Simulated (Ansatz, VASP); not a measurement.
# Two plane-wave programs on In3GeO2

INCAR

```
SYSTEM = In3GeO2
PREC = Accurate ; ENCUT = 520
EDIFF = 1E-6 ; ISMEAR = 0
SIGMA = 0.1 ; LREAL = .False.
LASPH = .True. ; NELM = 60
ALGO = Normal ; ISIF = 2
LWAVE = .False. ; LCHARG = .False.
GGA = PE ; NBANDS = 42
```

File KPOINTS:

```
Automatic mesh
0
Gamma
  4 4 2
  0 0 0
```

The input POSCAR:

```
In3GeO2
1.0
    4.1969600200      0.0000000000      0.0000000000
    0.0000000000      4.1969600200      0.0000000000
    0.0000000000      0.0000000000      7.5747451600
In Ge O
3 1 2
Direct
    0.0000000000      0.0000000000      0.0000000000
    0.0000000000      0.0000000000      0.3461538400
    0.0000000000      0.0000000000      0.6538461600
    0.5000000000      0.5000000000      0.0000000000
    0.0000000000      0.5000000000      0.0000000000
    0.5000000000      0.0000000000      0.0000000000
```

Input for Ansatz:

```yaml
crystal:
  lattice:
    - [4.19696002, 0.0, 0.0]
    - [0.0, 4.19696002, 0.0]
    - [0.0, 0.0, 7.57474516]
  atoms:
    - { symbol: In, position: [0.0, 0.0, 0.0] }
    - { symbol: In, position: [0.0, 0.0, 0.34615384] }
    - { symbol: In, position: [0.0, 0.0, 0.65384616] }
    - { symbol: Ge, position: [0.5, 0.5, 0.0] }
    - { symbol: O, position: [0.0, 0.5, 0.0] }
    - { symbol: O, position: [0.5, 0.0, 0.0] }
basis:
  ecutwfc: 420
kpoints:
  mp_grid: { grid: [4, 4, 2] }
hamiltonian:
  xc: pbe
scf:
  occupations: { method: gaussian, width: 0.1 }
  lower_state_search: "off"
output:
  forces: true
  stress: true
  eigenvalues: true
```

Alike in both runs: task single point; functional PBE; k mesh 4 × 4 × 2; occupations gaussian, width 0.1 eV; no spin polarisation.

```csv
,VASP,Ansatz
version,VASP 6.6.1,Ansatz 0.2.0
potentials or method,"VASP PAW PBE potentials, release 64 (In_d, Ge_d, O), cutoff 520 eV","scalar-relativistic, plane waves, PAW"
valence electrons in the cell,65,65
```

|  | VASP | Ansatz | Ansatz less VASP |
| --- | --- | --- | --- |
| gap on the k mesh at the Fermi level (eV) | none | none | - |
| pressure (GPa) | 19.2 | 19.1 | -0.17 |
| traceless stress, the component that is largest in VASP (GPa) | 9.20 | 9.36 | +0.165 |
| rms of the force components (eV/Å) | 1.158 | 1.143 | -0.0147 |

Atom by atom the forces differ by 0.015 eV/Å (rms over components). A gap of «none» marks a metal or a gap that the smearing closes. With one functional, cell and mesh, what is left measures potentials, basis and numerics.

The k mesh is coarse, so the values compare programs but aren't converged.
